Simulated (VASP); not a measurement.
# Hf (P6_3/mmc) in VASP: a series of runs, part 2 of 2

VASP 6.6.1. Earlier steps stand in the parts before.

### Step 3. Single point, PBEsol

This run uses another cell than the first one, of 11.88 Å³/atom, 1.222 times its volume.

INCAR reads:

```
  PREC = Accurate
  ENCUT = 520
  EDIFF = 1E-6
  ISMEAR = -1
  SIGMA = 0.08
  LREAL = F
  LASPH = T
  NELM = 100
  ALGO = Normal
  ISIF = 2
  LWAVE = F
  LCHARG = T
  GGA = PS
  LELF = T
  LVHAR = T
  NBANDS = 17
```

KPOINTS reads:

```
Automatic mesh
0
Gamma
  14 14 8
```

POSCAR reads:

```
Hf
1.0
    2.5057625931      0.0000000000      0.0000000000
   -1.2528812966      2.1700540614      0.0000000000
    0.0000000000      0.0000000000      4.3713706201
Hf
2
Direct
    0.3333333333      0.6666666667      0.2500000000
    0.6666666667      0.3333333333      0.7500000000
```

Potentials or basis: VASP PAW PBE potentials, release 64 (Hf_pv).

Command:

```
> cat potpaw_PBE.64/Hf_pv/POTCAR > POTCAR
> mpirun -np 1 vasp_std > vasp.out
```

OUTCAR:

```text
PREC = Accurate
   ENCUT = 520
   EDIFF = 1E-6
   ISMEAR = -1
   LREAL = F
   LASPH = T
   NELM = 100
   ISIF = 2
   GGA = PS

 ion  position               nearest neighbor table
   1  0.333  0.667  0.250-   2 2.62   2 2.62   2 2.62   2 2.62   2 2.62   2 2.62   2 3.63   2 3.63
                             2 3.63   2 3.63   2 3.63   2 3.63
   2  0.667  0.333  0.750-   1 2.62   1 2.62   1 2.62   1 2.62   1 2.62   1 2.62   1 3.63   1 3.63
                             1 3.63   1 3.63   1 3.63   1 3.63

  LATTYP: Found a hexagonal cell.
 ALAT       =     2.5057625931
 C/A-ratio  =     1.7445270482

  Lattice vectors:

 A1 = (   2.5057625931,   0.0000000000,   0.0000000000)
 A2 = (  -1.2528812966,   2.1700540614,   0.0000000000)
 A3 = (   0.0000000000,   0.0000000000,   4.3713706201)

Analysis of symmetry for initial positions (statically):
=====================================================================
 Subroutine PRICEL returns:
 Original cell was already a primitive cell.

 Routine SETGRP: Setting up the symmetry group for a
 hexagonal supercell.

 Subroutine GETGRP returns: Found 24 space group operations
 (whereof 12 operations were pure point group operations)
 out of a pool of 24 trial point group operations.

The static configuration has the point symmetry D_3d.
 The point group associated with its full space group is D_6h.

Analysis of symmetry for dynamics (positions and initial velocities):
=====================================================================
 Subroutine PRICEL returns:
 Original cell was already a primitive cell.

 Routine SETGRP: Setting up the symmetry group for a
 hexagonal supercell.

 Subroutine GETGRP returns: Found 24 space group operations
 (whereof 12 operations were pure point group operations)
 out of a pool of 24 trial point group operations.

The dynamic configuration has the point symmetry D_3d.
 The point group associated with its full space group is D_6h.

[... 115 lines left out ...]
   IALGO  =     38    algorithm
   IMIX   =      4    mixing-type and parameters
     AMIX     =   0.40;   BMIX     =  1.00
     AMIX_MAG =   1.60;   BMIX_MAG =  1.00
  volume/ion in A,a.u.               =      11.88        80.20
  Fermi-wavevector in a.u.,A,eV,Ry     =   1.545523  2.920615 32.499437  2.388641
  Thomas-Fermi vector in A             =   2.650890
   LORBIT       =      0    0 simple, 1 ext, 2 COOP (PROOUT), +10 PAW based schemes
   GGA     = PS    functional components
   LHFCALC =     F    Hartree Fock is set to
   AEXX    =    0.0000 exact exchange contribution
   IVDW    =     0    specifies the selected vdW correction
   LEPSILON=     F    determine dielectric tensor
   LRPA    =     F    only Hartree local field effects (RPA)
 non-spin polarized calculation
  energy-cutoff  :      520.00
  volume of cell :       23.77
 maximum number of plane-waves:       665
 NGX is ok and might be reduce to    20
   NGX =  9   NGY =  9   NGZ = 17

 number of electron      20.0000003 magnetization

 Free energy of the ion-electron system (eV)
  ---------------------------------------------------
  ext. energy  EPLUGINS =         0.00000000
  ---------------------------------------------------
  free energy    TOTEN  =       -13.99292819 eV

  energy without entropy =      -13.96906417  energy(sigma->0) =      -13.98099618

 E-fermi :   9.9763     XC(G=0): -14.6428

 val. band max:        9.9755269903   @ k =   0.2143   0.0000   0.2500
 cond. band min:       9.9971573798   @ k =   0.2857   0.0714   0.0000
 fundamental gap:      0.0216303896
 Fermi energy:         9.9762509349

 k-point     1 :       0.0000    0.0000    0.0000
  band No.  band energies     occupation
      1     -22.5707      2.00000
      2     -17.9586      2.00000
      3     -17.9033      2.00000
      4     -17.9033      2.00000
      5     -17.4510      2.00000
      6     -17.4510      2.00000
[... 457 lines left out ...]
      4     -20.2061      2.00000
      5     -19.6827      2.00000
      6     -19.3069      2.00000
[... 9 lines left out ...]
     16      18.7880      0.00000
     17      23.4296      0.00000

 [... further k-points ...]

------------------------ aborting loop because EDIFF is reached ----------------------------------------

  FORCE on cell =-STRESS in cart. coord.  units (eV):
  Direction    XX          YY          ZZ          XY          YZ          ZX
  --------------------------------------------------------------------------------------
  -------------------------------------------------------------------------------------
  Total       27.0657632     27.0657632     26.9747216     -0.0000000     -0.0000000      0.0000000
  in kB     1824.3272973   1824.3272972   1818.1907730     -0.0000000     -0.0000000      0.0000000
  external PRESSURE =    1822.2817891 kB  Pullay stress =       0.0000000 kB

 VOLUME and BASIS-vectors are now :
 -----------------------------------------------------------------------------
  energy-cutoff  :      520.00
  volume of cell :       23.77
      direct lattice vectors                 reciprocal lattice vectors
     2.505762593  0.000000000  0.000000000     0.399080105  0.230409006  0.000000000
    -1.252881297  2.170054061  0.000000000     0.000000000  0.460818013  0.000000000
     0.000000000  0.000000000  4.371370620     0.000000000  0.000000000  0.228761203

 POSITION                                       TOTAL-FORCE (eV/Angst)
 -----------------------------------------------------------------------------------
     -0.00000      1.44670      1.09284         0.000000     -0.000000      0.000000
      1.25288      0.72335      3.27853        -0.000000      0.000000      0.000000
 -----------------------------------------------------------------------------------
    total drift:                               -0.000000      0.000000     -0.000000

  FREE ENERGIE OF THE ION-ELECTRON SYSTEM (eV)
  ---------------------------------------------------
  free  energy   TOTEN  =       -13.9929281863 eV

  energy  without entropy=      -13.9690641727  energy(sigma->0) =      -13.98099618
```

stdout:

```text
POSCAR found type information on POSCAR Hf
 POSCAR found :  1 types and       2 ions
 scaLAPACK will be used
 -----------------------------------------------------------------------------
|                                                                             |
|                                                                             |
|     You enforced a specific xc type in the INCAR file but a different       |
|     I HOPE YOU KNOW WHAT YOU ARE DOING!                                     |
|                                                                             |
 -----------------------------------------------------------------------------

 LDA part: xc-table for (Slater+PW92), standard interpolation
 POSCAR, INCAR and KPOINTS ok, starting setup
 FFT: planning ... GRIDC
 FFT: planning ... GRID_SOFT
 FFT: planning ... GRID
 WAVECAR not read
 entering main loop
```

Run time: 24 s. Hardware: 1 thread of AMD EPYC 9R45 (Zen 5), shared host; peak memory 0.14 GiB.

Results:

```
Free energy            : -13.9929 eV
Pressure               : 182.2 GPa
Band gap on the k mesh : zero (band 10 reaches 11.31 eV, above the bottom of band 11 at 9.58 eV)
```

Levels at points of the mesh, in eV from the Fermi level:
```tsv
k point	band 7	band 8	band 9	band 10	band 11	band 12	band 13	band 14
(0.00, 0.00, 0.00)	-8.27	-5.68	-0.21	1.34	1.34	2.64	2.64	4.67
(0.50, 0.00, 0.00)	-6.10	-5.27	-4.67	0.99	1.34	2.64	2.80	11.74
(0.00, 0.00, 0.50)	-5.44	-5.44	-0.10	-0.10	1.41	1.41	1.41	1.41
(0.50, 0.00, 0.50)	-6.19	-6.19	-3.60	-3.60	4.95	4.95	5.81	5.81
```

Caveat: the PAW data sets were made with another functional, which shifts forces and pressure a little; spin-orbit coupling is left out, which moves the levels of the heavy elements.
